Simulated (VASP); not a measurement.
# Ti (Pm-3m) in VASP: relaxation of cell and atoms with r2SCAN

Aim: the relaxation of cell and atoms of Ti with r2SCAN.

Program: VASP 6.6.1. These are calculated values, not measurements. Logs are shortened: lines on timing, memory, paths and dates and some standing lists are left out, and cuts for length are marked.

## 1. The cell of the first run

The structure is cubic, space group Pm-3m (No. 221). Conventional cell: a = 2.628 Å, b = 2.628 Å, c = 2.628 Å, α = 90.00°, β = 90.00°, γ = 90.00°. Ti (site symmetry m-3m) has 6 Ti at 2.63 Å within 3.5 Å.

This isn't the form of Ti at room conditions, which is hcp.

## 2. Relaxation of cell and atoms, r2SCAN

POSCAR

```
Ti
1.0
    2.6276523021      0.0000000000      0.0000000000
    0.0000000000      2.6276523021      0.0000000000
    0.0000000000      0.0000000000      2.6276523021
Ti
1
Direct
    0.0000000000      0.0000000000      0.0000000000
```

INCAR.step1

```
SYSTEM = Ti
ALGO = Normal
EDIFF = 1E-4
ENCUT = 600
GGA = PE
ISMEAR = -1
LASPH = .True.
LCHARG = .False.
LREAL = .False.
LWAVE = .True.
NELM = 60
PREC = Accurate
SIGMA = 0.1
```

INCAR.step2

```
SYSTEM = Ti
ALGO = Normal
EDIFF = 1E-6
EDIFFG = -0.03
ENCUT = 600
IBRION = 2
ISIF = 3
ISMEAR = -1
ISTART = 1
LASPH = .True.
LCHARG = .False.
LMIXTAU = .True.
LREAL = .False.
LWAVE = .False.
METAGGA = R2SCAN
NELM = 60
NSW = 80
PREC = Accurate
SIGMA = 0.1
```

KPOINTS

```
k-points
0
Gamma
  18 18 18
  0 0 0
```

Potentials or basis: VASP PAW PBE potentials, release 64 (Ti_sv).

Run with:

```bash
$ cat potpaw_PBE.64/Ti_sv/POTCAR > POTCAR
$ cp INCAR.step1 INCAR
$ mpirun -np 1 vasp_std > vasp.out
$ cp INCAR.step2 INCAR
$ mpirun -np 1 vasp_std > vasp.out
```

OUTCAR:

```text
SYSTEM = Ti
   EDIFF = 1E-6
   EDIFFG = -0.03
   ENCUT = 600
   IBRION = 2
   ISIF = 3
   ISMEAR = -1
   ISTART = 1
   LASPH = .True.
   LREAL = .False.
   METAGGA = R2SCAN
   NELM = 60
   NSW = 80
   PREC = Accurate

 ion  position               nearest neighbor table
   1  0.000  0.000  0.000-

  LATTYP: Found a simple cubic cell.
 ALAT       =     2.6276523021

  Lattice vectors:

 A1 = (   2.6276523021,   0.0000000000,   0.0000000000)
 A2 = (   0.0000000000,   2.6276523021,   0.0000000000)
 A3 = (   0.0000000000,   0.0000000000,   2.6276523021)

Analysis of symmetry for initial positions (statically):
=====================================================================
 Subroutine PRICEL returns:
 Original cell was already a primitive cell.

 Routine SETGRP: Setting up the symmetry group for a
 simple cubic supercell.

 Subroutine GETGRP returns: Found 48 space group operations
 (whereof 48 operations were pure point group operations)
 out of a pool of 48 trial point group operations.

The static configuration has the point symmetry O_h .

Analysis of symmetry for dynamics (positions and initial velocities):
=====================================================================
 Subroutine PRICEL returns:
 Original cell was already a primitive cell.

 Routine SETGRP: Setting up the symmetry group for a
 simple cubic supercell.

 Subroutine GETGRP returns: Found 48 space group operations
 (whereof 48 operations were pure point group operations)
 out of a pool of 48 trial point group operations.

The dynamic configuration has the point symmetry O_h .

 Subroutine INISYM returns: Found 48 space group operations
 (whereof 48 operations are pure point group operations),
 and found     1 'primitive' translations

----------------------------------------------------------------------------------------

                                     Primitive cell

  volume of cell :      18.1428

  direct lattice vectors                    reciprocal lattice vectors
     2.627652302  0.000000000  0.000000000     0.380567855  0.000000000  0.000000000
     0.000000000  2.627652302  0.000000000     0.000000000  0.380567855  0.000000000
     0.000000000  0.000000000  2.627652302     0.000000000  0.000000000  0.380567855

  length of vectors
     2.627652302  2.627652302  2.627652302     0.380567855  0.380567855  0.380567855

  position of ions in fractional coordinates (direct lattice)
     0.000000000  0.000000000  0.000000000

  ion indices of the primitive-cell ions
   primitive index   ion index
                 1           1

----------------------------------------------------------------------------------------

 KPOINTS: k-points

Automatic generation of k-mesh.
 Grid dimensions read from file:
 generate k-points for:   18   18   18

 Generating k-lattice:

  Cartesian coordinates                     Fractional coordinates (reciprocal lattice)
     0.021142659  0.000000000  0.000000000     0.055555556  0.000000000  0.000000000
     0.000000000  0.021142659  0.000000000     0.000000000  0.055555556  0.000000000
     0.000000000  0.000000000  0.021142659     0.000000000  0.000000000  0.055555556

  Length of vectors
     0.021142659  0.021142659  0.021142659

  Shift w.r.t. Gamma in fractional coordinates (k-lattice)
     0.000000000  0.000000000  0.000000000

 Subroutine IBZKPT returns following result:
 ===========================================

 Found    220 irreducible k-points:

 Following reciprocal coordinates:
            Coordinates               Weight
  0.000000  0.000000  0.000000      1.000000
[... 46 lines left out ...]
   IBRION =      2    ionic relax: 0-MD 1-quasi-New 2-CG
   NFREE  =      1    steps in history (QN), initial steepest desc. (CG)
   ISIF   =      3    stress and relaxation
   ISYM   =      2    0-nonsym 1-usesym 2-fastsym
   POTIM  = 0.5000    time-step for ionic-motion
   TEBEG  =    0.0;   TEEND  =   0.0 temperature during run
   PSTRESS=    0.0 pullay stress
   NELECT =      12.0000    total number of electrons
   NUPDOWN=      -1.0000    fix difference up-down
   EMIN   =  10.00;   EMAX   =-10.00  energy-range for DOS
   EFERMI =   0.00;   METHOD = LEGACY
   ISMEAR =    -1;   SIGMA  =   0.10  broadening in eV -4-tet -1-fermi 0-gaus
   EFERMI_NEDOS =   21; number of points for ismear=-14 and -15
   IALGO  =     38    algorithm
   IMIX   =      4    mixing-type and parameters
     AMIX     =   0.40;   BMIX     =  1.00
     AMIX_MAG =   1.60;   BMIX_MAG =  1.00
  volume/ion in A,a.u.               =      18.14       122.43
  Fermi-wavevector in a.u.,A,eV,Ry     =   1.426376  2.695460 27.681712  2.034548
  Thomas-Fermi vector in A             =   2.546660
   LORBIT       =      0    0 simple, 1 ext, 2 COOP (PROOUT), +10 PAW based schemes
   METAGGA = R2SCAN    functional components
   LHFCALC =     F    Hartree Fock is set to
   AEXX    =    0.0000 exact exchange contribution
   IVDW    =     0    specifies the selected vdW correction
   LEPSILON=     F    determine dielectric tensor
   LRPA    =     F    only Hartree local field effects (RPA)
 conjugate gradient relaxation of ions
 non-spin polarized calculation
  energy-cutoff  :      600.00
  volume of cell :       18.14
 maximum number of plane-waves:       624
 NGX is ok and might be reduce to    24
   NGX = 11   NGY = 11   NGZ = 11

--------------------------------------- Ionic step        1  -------------------------------------------

 number of electron      11.9999999 magnetization

 Free energy of the ion-electron system (eV)
  ---------------------------------------------------
  ext. energy  EPLUGINS =         0.00000000
  ---------------------------------------------------
  free energy    TOTEN  =       -12.06656154 eV

  energy without entropy =      -12.00217815  energy(sigma->0) =      -12.03436984

------------------------ aborting loop because EDIFF is reached ----------------------------------------

  FORCE on cell =-STRESS in cart. coord.  units (eV):
  Direction    XX          YY          ZZ          XY          YZ          ZX
  --------------------------------------------------------------------------------------
  -------------------------------------------------------------------------------------
  Total        0.0576244      0.0576244      0.0576244     -0.0000000      0.0000000     -0.0000000
  in kB        5.0887738      5.0887738      5.0887738     -0.0000000      0.0000000     -0.0000000
  external PRESSURE =       5.0887738 kB  Pullay stress =       0.0000000 kB

 VOLUME and BASIS-vectors are now :
 -----------------------------------------------------------------------------
  energy-cutoff  :      600.00
  volume of cell :       18.14
      direct lattice vectors                 reciprocal lattice vectors
     2.627652302  0.000000000  0.000000000     0.380567855  0.000000000  0.000000000
     0.000000000  2.627652302  0.000000000     0.000000000  0.380567855  0.000000000
     0.000000000  0.000000000  2.627652302     0.000000000  0.000000000  0.380567855

 POSITION                                       TOTAL-FORCE (eV/Angst)
 -----------------------------------------------------------------------------------
      0.00000      0.00000      0.00000         0.000000      0.000000      0.000000
 -----------------------------------------------------------------------------------
    total drift:                                0.000000     -0.000000      0.000000

  FREE ENERGIE OF THE ION-ELECTRON SYSTEM (eV)
  ---------------------------------------------------
  free  energy   TOTEN  =       -12.0665615372 eV

  energy  without entropy=      -12.0021781517  energy(sigma->0) =      -12.03436984

--------------------------------------- Ionic step        2  -------------------------------------------

 number of electron      11.9999997 magnetization

 Free energy of the ion-electron system (eV)
  ---------------------------------------------------
  ext. energy  EPLUGINS =         0.00000000
  ---------------------------------------------------
  free energy    TOTEN  =       -12.06672067 eV

  energy without entropy =      -12.00195087  energy(sigma->0) =      -12.03433577

 E-fermi :   7.6580     XC(G=0): -12.0177

 val. band max:        7.6540654319   @ k =   0.4444   0.1667   0.0000
 cond. band min:       7.6596520942   @ k =   0.3889   0.3889   0.1111
 fundamental gap:      0.0055866623
 Fermi energy:         7.6580233823

 k-point     1 :       0.0000    0.0000    0.0000
  band No.  band energies     occupation
      1     -51.2284      2.00000
      2     -25.9593      2.00000
      3     -25.9593      2.00000
      4     -25.9593      2.00000
      5       1.5568      2.00000
      6       6.2470      2.00000
      7       6.2470      2.00000
      8      11.9214      0.00000
      9      11.9214      0.00000
     10      11.9214      0.00000
[... 287 lines left out ...]
 k-point    24 :       0.3333    0.1111    0.0000
  band No.  band energies     occupation
      1     -51.1134      2.00000
      2     -26.6411      2.00000
      3     -26.0052      2.00000
      4     -25.8901      2.00000
      5       4.3508      2.00000
      6       6.9797      1.99774
      7       7.6006      1.27933
      8      10.2909      0.00000
      9      10.4550      0.00000
     10      11.8208      0.00000

 [... further k-points ...]

------------------------ aborting loop because EDIFF is reached ----------------------------------------

  FORCE on cell =-STRESS in cart. coord.  units (eV):
  Direction    XX          YY          ZZ          XY          YZ          ZX
  --------------------------------------------------------------------------------------
  -------------------------------------------------------------------------------------
  Total       -0.0220936     -0.0220936     -0.0220936     -0.0000000      0.0000000      0.0000000
  in kB       -1.9348891     -1.9348891     -1.9348891     -0.0000000      0.0000000      0.0000000
  external PRESSURE =      -1.9348891 kB  Pullay stress =       0.0000000 kB

 VOLUME and BASIS-vectors are now :
 -----------------------------------------------------------------------------
  energy-cutoff  :      600.00
  volume of cell :       18.29
      direct lattice vectors                 reciprocal lattice vectors
     2.634957052  0.000000000 -0.000000000     0.379512827  0.000000000 -0.000000000
    -0.000000000  2.634957052 -0.000000000    -0.000000000  0.379512827 -0.000000000
     0.000000000  0.000000000  2.634957052     0.000000000  0.000000000  0.379512827

 POSITION                                       TOTAL-FORCE (eV/Angst)
 -----------------------------------------------------------------------------------
      0.00000      0.00000      0.00000         0.000000      0.000000      0.000000
 -----------------------------------------------------------------------------------
    total drift:                                0.000000     -0.000000      0.000000

  FREE ENERGIE OF THE ION-ELECTRON SYSTEM (eV)
  ---------------------------------------------------
  free  energy   TOTEN  =       -12.0667206722 eV

  energy  without entropy=      -12.0019508716  energy(sigma->0) =      -12.03433577

 reached required accuracy - stopping structural energy minimisation
```

Run time: 4.6 min. Hardware: 1 thread of Intel Xeon 8259CL, shared host; peak memory 0.19 GiB.

What came out:

- Free energy: -12.0667 eV
- Relaxed volume: 18.29 Å³/atom
- Relaxed cell: a = 2.635 Å, b = 2.635 Å, c = 2.635 Å, α = 90.00°, β = 90.00°, γ = 90.00°
- Space group after relaxing (to 0.1 Å): Pm-3m (No. 221)
- Energy gained by relaxing: 0.2 meV/atom
- Ionic steps: 2
- Pressure after relaxing: -0.2 GPa
- Band gap on the k mesh: zero (bands 6 and 7 overlap by 2.34 eV)

Step by step:
```
step  energy change (eV)  largest force (eV/Å)  pressure (GPa)  volume (Å³)
   1              0.0000                0.0000            0.51        18.14
   2             -0.0002                0.0000           -0.19        18.29
```

Final structure:
```yaml
crystal:
  lattice:
    - [2.63496, 0.00000, 0.00000]
    - [0.00000, 2.63496, 0.00000]
    - [0.00000, 0.00000, 2.63496]
  atoms:
    - { symbol: Ti, position: [0.00000, 0.00000, 0.00000] }
```

Caveat: the PAW data sets were made with another functional, which shifts forces and pressure a little.
